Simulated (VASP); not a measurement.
# Cu2Cl (Pnnm) in VASP: single point with PBE

Aim: the single point of Cu2Cl with PBE.

Everything below comes from runs of VASP 6.6.1. Logs are shortened: lines on timing, memory, paths and dates and some standing lists are left out, and cuts for length are marked.

### Step 1. The cell of the first run

It takes space group Pnnm (No. 58, orthorhombic). The conventional cell has a = 4.657 Å, b = 5.684 Å, c = 3.549 Å, α = 90.00°, β = 90.00°, γ = 90.00°. Within 3.1 Å of Cu (site symmetry m) lie 1 Cu at 2.32 Å and 3 Cl at 2.35 to 2.36 Å. Within 3.1 Å of Cl (site symmetry 2/m) lie 6 Cu at 2.35 to 2.36 Å.

### Step 2. Single point, PBE, collinear spin, ferromagnetic start

File INCAR:

```
SYSTEM = Cu2Cl
PREC     = Accurate       ! precision mode
ENCUT    = 520            ! plane-wave cutoff, eV
EDIFF    = 1E-6           ! SCF threshold, eV
ISMEAR   = 0              ! smearing method
SIGMA    = 0.1            ! smearing width, eV
LREAL    = .False.        ! projectors in reciprocal space
LASPH    = .True.         ! aspherical terms in the spheres
NELM     = 150            ! most SCF steps
ALGO     = Normal         ! electronic algorithm
ISIF     = 2              ! what is computed and relaxed
LWAVE    = .False.        ! write WAVECAR
LCHARG   = .True.         ! write CHGCAR
ISPIN    = 2              ! spin polarisation
MAGMOM   = 1 1 1 1 0 0    ! initial moments
LORBIT   = 11             ! projections on sites
LMAXMIX  = 4              ! l up to which the mixer works
GGA      = PE             ! functional
LELF     = .True.         ! ELF
LVHAR    = .True.       
NBANDS   = 42             ! bands
```

File KPOINTS:

```
regular mesh
0
Gamma
  4 4 6
  0 0 0
```

File POSCAR:

```
Cu2Cl
1.0
    4.6574995741      0.0000000000      0.0000000000
    0.0000000000      5.6844422872      0.0000000000
    0.0000000000      0.0000000000      3.5486110241
Cu Cl
4 2
Direct
    0.2004000000      0.3787000000      0.0000000000
    0.7996000000      0.6213000000      0.0000000000
    0.7004000000      0.1213000000      0.5000000000
    0.2996000000      0.8787000000      0.5000000000
    0.0000000000      0.0000000000      0.0000000000
    0.5000000000      0.5000000000      0.5000000000
```

Potentials or basis: VASP PAW PBE potentials, release 64 (Cu, Cl).

Command:

```bash
$ cat potpaw_PBE.64/Cu/POTCAR potpaw_PBE.64/Cl/POTCAR > POTCAR
$ mpirun -np 1 vasp_std > vasp.out
```

OUTCAR:

```text
SYSTEM = Cu2Cl
   PREC = Accurate
   ENCUT = 520
   EDIFF = 1E-6
   ISMEAR = 0
   LREAL = .False.
   LASPH = .True.
   NELM = 150
   ISIF = 2
   ISPIN = 2
   LORBIT = 11
   GGA = PE

 ion  position               nearest neighbor table
   1  0.200  0.379  0.000-   2 2.32   5 2.35   6 2.36   6 2.36
   2  0.800  0.621  0.000-   1 2.32   5 2.35   6 2.36   6 2.36
   3  0.700  0.121  0.500-   4 2.32   6 2.35   5 2.36   5 2.36
   4  0.300  0.879  0.500-   3 2.32   6 2.35   5 2.36   5 2.36
   5  0.000  0.000  0.000-   1 2.35   2 2.35   3 2.36   4 2.36   3 2.36   4 2.36
   6  0.500  0.500  0.500-   3 2.35   4 2.35   1 2.36   2 2.36   1 2.36   2 2.36

  LATTYP: Found a simple orthorhombic cell.
 ALAT       =     3.5486110241
 B/A-ratio  =     1.3124852351
 C/A-ratio  =     1.6018781006

  Lattice vectors:

 A1 = (   0.0000000000,   0.0000000000,   3.5486110241)
 A2 = (   4.6574995741,   0.0000000000,   0.0000000000)
 A3 = (   0.0000000000,   5.6844422872,   0.0000000000)

Analysis of symmetry for initial positions (statically):
=====================================================================
 Subroutine PRICEL returns:
 Original cell was already a primitive cell.

 Routine SETGRP: Setting up the symmetry group for a
 simple orthorhombic supercell.

 Subroutine GETGRP returns: Found  8 space group operations
 (whereof  4 operations were pure point group operations)
 out of a pool of  8 trial point group operations.

The static configuration has the point symmetry C_2h.
 The point group associated with its full space group is D_2h.

Analysis of symmetry for dynamics (positions and initial velocities):
=====================================================================
 Subroutine PRICEL returns:
 Original cell was already a primitive cell.

 Routine SETGRP: Setting up the symmetry group for a
 simple orthorhombic supercell.

 Subroutine GETGRP returns: Found  8 space group operations
 (whereof  4 operations were pure point group operations)
 out of a pool of  8 trial point group operations.

The dynamic configuration has the point symmetry C_2h.
 The point group associated with its full space group is D_2h.

Analysis of structural, dynamic, and magnetic symmetry:
=====================================================================
 Subroutine PRICEL returns:
 Original cell was already a primitive cell.

 Routine SETGRP: Setting up the symmetry group for a
 simple orthorhombic supercell.

 Subroutine GETGRP returns: Found  8 space group operations
 (whereof  4 operations were pure point group operations)
 out of a pool of  8 trial point group operations.

The overall configuration has the point symmetry C_2h.
 The point group associated with its full space group is D_2h.

 Subroutine INISYM returns: Found  8 space group operations
 (whereof  4 operations are pure point group operations),
 and found     1 'primitive' translations

----------------------------------------------------------------------------------------

                                     Primitive cell

  volume of cell :      93.9505

  direct lattice vectors                    reciprocal lattice vectors
     4.657499574  0.000000000  0.000000000     0.214707481  0.000000000  0.000000000
     0.000000000  5.684442287  0.000000000     0.000000000  0.175918753  0.000000000
     0.000000000  0.000000000  3.548611024     0.000000000  0.000000000  0.281800398

  length of vectors
     4.657499574  5.684442287  3.548611024     0.214707481  0.175918753  0.281800398

  position of ions in fractional coordinates (direct lattice)
     0.200400000  0.378700000  0.000000000
     0.799600000  0.621300000  0.000000000
     0.700400000  0.121300000  0.500000000
     0.299600000  0.878700000  0.500000000
     0.000000000  0.000000000  0.000000000
     0.500000000  0.500000000  0.500000000

  ion indices of the primitive-cell ions
   primitive index   ion index
[... 36 lines left out ...]
  0.250000  0.000000  0.000000      2.000000
  0.500000  0.000000  0.000000      1.000000
  0.000000  0.250000  0.000000      2.000000
  0.250000  0.250000  0.000000      4.000000
  0.500000  0.250000  0.000000      2.000000
[... 16 lines left out ...]
  0.250000  0.250000  0.333333      8.000000
  0.500000  0.250000  0.333333      4.000000
 [... further k-points ...]
   k-points           NKPTS =     36   k-points in BZ     NKDIM =     36   number of bands    NBANDS=     42
   number of dos      NEDOS =    301   number of ions     NIONS =      6
   total plane-waves  NPLWV =  42336
   dimension x,y,z NGX =    36 NGY =   42 NGZ =   28
   dimension x,y,z NGXF=    72 NGYF=   84 NGZF=   56
   ions per type =               4   2
   NGX,Y,Z   is equivalent  to a cutoff of  12.85, 12.28, 13.12 a.u.
   NGXF,Y,Z  is equivalent  to a cutoff of  25.70, 24.57, 26.23 a.u.
 SYSTEM =  Cu2Cl
   PREC   = accura    normal or accurate (medium, high low for compatibility)
   ISTART =      0    job   : 0-new  1-cont  2-samecut
   ICHARG =      2    charge: 1-file 2-atom 10-const
   ISPIN  =      2    spin polarized calculation?
   LNONCOLLINEAR =      F non collinear calculations
   LSORBIT =      F    spin-orbit coupling
   LASPH  =      T    aspherical Exc in radial PAW
   ENCUT  =  520.0 eV  38.22 Ry    6.18 a.u.   8.66 10.57  6.60*2*pi/ulx,y,z
   NELM   =    150;   NELMIN=  2; NELMDL= -5     # of ELM steps
   EDIFF  = 0.1E-05   stopping-criterion for ELM
   LREAL  =      F    real-space projection
   EDIFFG = 0.1E-04   stopping-criterion for IOM
   NSW    =      0    number of steps for IOM
   IBRION =     -1    ionic relax: 0-MD 1-quasi-New 2-CG
   NFREE  =      0    steps in history (QN), initial steepest desc. (CG)
   ISIF   =      2    stress and relaxation
   ISYM   =      2    0-nonsym 1-usesym 2-fastsym
   POTIM  = 0.5000    time-step for ionic-motion
   TEBEG  =    0.0;   TEEND  =   0.0 temperature during run
   PSTRESS=    0.0 pullay stress
   NELECT =      58.0000    total number of electrons
   NUPDOWN=      -1.0000    fix difference up-down
   EMIN   =  10.00;   EMAX   =-10.00  energy-range for DOS
   EFERMI =   0.00;   METHOD = LEGACY
   ISMEAR =     0;   SIGMA  =   0.10  broadening in eV -4-tet -1-fermi 0-gaus
   EFERMI_NEDOS =   21; number of points for ismear=-14 and -15
   IALGO  =     38    algorithm
   IMIX   =      4    mixing-type and parameters
     AMIX     =   0.40;   BMIX     =  1.00
     AMIX_MAG =   1.60;   BMIX_MAG =  1.00
  volume/ion in A,a.u.               =      15.66       105.67
  Fermi-wavevector in a.u.,A,eV,Ry     =   1.393963  2.634207 26.437914  1.943132
  Thomas-Fermi vector in A             =   2.517558
   LORBIT       =     11    0 simple, 1 ext, 2 COOP (PROOUT), +10 PAW based schemes
   GGA     = PE    functional components
   LHFCALC =     F    Hartree Fock is set to
   AEXX    =    0.0000 exact exchange contribution
   IVDW    =     0    specifies the selected vdW correction
   LEPSILON=     F    determine dielectric tensor
   LRPA    =     F    only Hartree local field effects (RPA)
 spin polarized calculation
 Gauss-broadening in eV      SIGMA  =   0.10
  energy-cutoff  :      520.00
  volume of cell :       93.95
 maximum number of plane-waves:      2574
 NGX is ok and might be reduce to    36
   NGX = 17   NGY = 21   NGZ = 13

 number of electron      57.9999998 magnetization       0.0009402

 number of electron      57.9999998 magnetization      -0.0001085

 Free energy of the ion-electron system (eV)
  ---------------------------------------------------
  ext. energy  EPLUGINS =         0.00000000
  ---------------------------------------------------
  free energy    TOTEN  =       -15.46953180 eV

  energy without entropy =      -15.45538052  energy(sigma->0) =      -15.46245616

 E-fermi :   6.5173     XC(G=0): -10.9021

 val. band max:        6.4790560454   @ k =   0.2500   0.5000   0.0000
 cond. band min:       6.5780666871   @ k =   0.2500   0.2500   0.3333
 fundamental gap:      0.0990106418
 Fermi energy:         6.5172719137

 spin component 1

 k-point     1 :       0.0000    0.0000    0.0000
  band No.  band energies     occupation
      1     -12.1244      1.00000
      2     -11.6997      1.00000
      3      -1.6468      1.00000
      4      -1.1488      1.00000
      5      -0.4468      1.00000
      6      -0.1901      1.00000
[... 1045 lines left out ...]
     40      15.3548      0.00000
     41      16.7801      0.00000

 [... further k-points ...]

 spin component 2

 k-point     1 :       0.0000    0.0000    0.0000
  band No.  band energies     occupation
      1     -12.1245      1.00000
      2     -11.6997      1.00000
      3      -1.6468      1.00000
      4      -1.1489      1.00000
      5      -0.4468      1.00000
      6      -0.1901      1.00000
[... 1045 lines left out ...]
     40      15.3547      0.00000
     41      16.7801      0.00000

 [... further k-points ...]

 [bands above 41 left out]

------------------------ aborting loop because EDIFF is reached ----------------------------------------

  FORCE on cell =-STRESS in cart. coord.  units (eV):
  Direction    XX          YY          ZZ          XY          YZ          ZX
  --------------------------------------------------------------------------------------
  -------------------------------------------------------------------------------------
  Total        6.5194850      5.4015684      5.4260307      0.0000000      0.0000000      0.0000000
  in kB      111.1795183     92.1152177     92.5323834      0.0000000      0.0000000      0.0000000
  external PRESSURE =      98.6090398 kB  Pullay stress =       0.0000000 kB

 VOLUME and BASIS-vectors are now :
 -----------------------------------------------------------------------------
  energy-cutoff  :      520.00
  volume of cell :       93.95
      direct lattice vectors                 reciprocal lattice vectors
     4.657499574  0.000000000  0.000000000     0.214707481  0.000000000  0.000000000
     0.000000000  5.684442287  0.000000000     0.000000000  0.175918753  0.000000000
     0.000000000  0.000000000  3.548611024     0.000000000  0.000000000  0.281800398

 POSITION                                       TOTAL-FORCE (eV/Angst)
 -----------------------------------------------------------------------------------
      0.93336      2.15270      0.00000         0.026663     -0.335629      0.000000
      3.72414      3.53174      0.00000        -0.026663      0.335629      0.000000
      3.26211      0.68952      1.77431         0.026663      0.335629      0.000000
      1.39539      4.99492      1.77431        -0.026663     -0.335629     -0.000000
      0.00000      0.00000      0.00000         0.000000     -0.000000      0.000000
      2.32875      2.84222      1.77431         0.000000     -0.000000      0.000000
 -----------------------------------------------------------------------------------
    total drift:                                0.000000      0.000000      0.000000

  FREE ENERGIE OF THE ION-ELECTRON SYSTEM (eV)
  ---------------------------------------------------
  free  energy   TOTEN  =       -15.4695318016 eV

  energy  without entropy=      -15.4553805244  energy(sigma->0) =      -15.46245616

 total charge

# of ion       s       p       d       tot
------------------------------------------
    1        0.389   0.246   9.302   9.938
    2        0.389   0.246   9.302   9.938
    3        0.389   0.246   9.302   9.938
    4        0.389   0.246   9.302   9.938
    5        1.620   3.449   0.000   5.069
    6        1.620   3.449   0.000   5.069
--------------------------------------------------
tot          4.797   7.883  37.210  49.890

 magnetization (x)

# of ion       s       p       d       tot
------------------------------------------
    1       -0.000  -0.000  -0.000  -0.000
    2       -0.000  -0.000  -0.000  -0.000
    3       -0.000  -0.000  -0.000  -0.000
    4       -0.000  -0.000  -0.000  -0.000
    5       -0.000  -0.000   0.000  -0.000
    6       -0.000  -0.000   0.000  -0.000
--------------------------------------------------
tot         -0.000  -0.000  -0.000  -0.000
```

It took 7.3 min on 1 thread of Oxide Virtual Turin-like, shared host; peak memory 0.32 GiB.

Results:

| Item | Value |
| --- | --- |
| Free energy | -15.4695 eV |
| Pressure | 9.9 GPa |
| Largest force | 0.337 eV/Å |
| Band gap on the k mesh | zero (filled and empty bands overlap) |
| Net moment | 0.00 μB per cell |
| Valence electrons inside the program's atomic spheres | Cu 9.94; Cl 5.07 |

Forces in eV/Å, atoms in the order of the input:
```
Cu   0.027 -0.336  0.000
Cu  -0.027  0.336  0.000
Cu   0.027  0.336  0.000
Cu  -0.027 -0.336  0.000
Cl   0.000  0.000  0.000
Cl   0.000  0.000  0.000
```

Stress tensor (GPa, compression positive):
```
11.12  0.00  0.00
 0.00  9.21  0.00
 0.00  0.00  9.25
```

Levels at points of the mesh, in eV from the Fermi level:
Spin up:
```tsv
k point	band 25	band 26	band 27	band 28	band 29	band 30	band 31	band 32	band 33	band 34
(0.00, 0.00, 0.00)	-2.01	-1.99	-1.74	-1.44	-1.26	-1.01	2.17	4.25	4.60	4.92
(0.50, 0.00, 0.00)	-1.87	-1.87	-1.33	-1.33	0.06	0.06	2.33	2.33	3.71	3.71
(0.00, 0.50, 0.00)	-1.66	-1.66	-1.47	-1.47	-0.42	-0.42	2.85	2.85	3.86	3.86
(0.50, 0.50, 0.00)	-1.59	-1.59	-1.29	-1.29	0.62	0.62	1.43	1.43	4.06	4.06
(0.00, 0.00, 0.50)	-1.83	-1.83	-1.72	-1.72	0.73	0.73	2.47	2.47	2.83	2.83
(0.50, 0.00, 0.50)	-1.88	-1.88	-1.56	-1.56	-1.08	-1.08	1.98	1.98	4.58	4.58
(0.00, 0.50, 0.50)	-1.82	-1.82	-1.70	-1.70	0.82	0.82	2.05	2.05	3.07	3.07
(0.50, 0.50, 0.50)	-2.10	-2.10	-1.85	-1.85	0.15	0.15	3.03	3.03	3.52	3.52
```
Spin down:
```
           k point  band 25  band 26  band 27  band 28  band 29  band 30  band 31  band 32  band 33  band 34
(0.00, 0.00, 0.00)    -2.01    -1.99    -1.74    -1.44    -1.26    -1.01     2.17     4.25     4.60     4.92
(0.50, 0.00, 0.00)    -1.87    -1.87    -1.33    -1.33     0.06     0.06     2.33     2.33     3.71     3.71
(0.00, 0.50, 0.00)    -1.66    -1.66    -1.47    -1.47    -0.42    -0.42     2.85     2.85     3.86     3.86
(0.50, 0.50, 0.00)    -1.59    -1.59    -1.29    -1.29     0.62     0.62     1.43     1.43     4.06     4.06
(0.00, 0.00, 0.50)    -1.83    -1.83    -1.72    -1.72     0.73     0.73     2.47     2.47     2.83     2.83
(0.50, 0.00, 0.50)    -1.88    -1.88    -1.56    -1.56    -1.08    -1.08     1.98     1.98     4.58     4.58
(0.00, 0.50, 0.50)    -1.82    -1.82    -1.70    -1.70     0.82     0.82     2.05     2.05     3.07     3.07
(0.50, 0.50, 0.50)    -2.10    -2.10    -1.85    -1.85     0.15     0.15     3.03     3.03     3.52     3.52
```
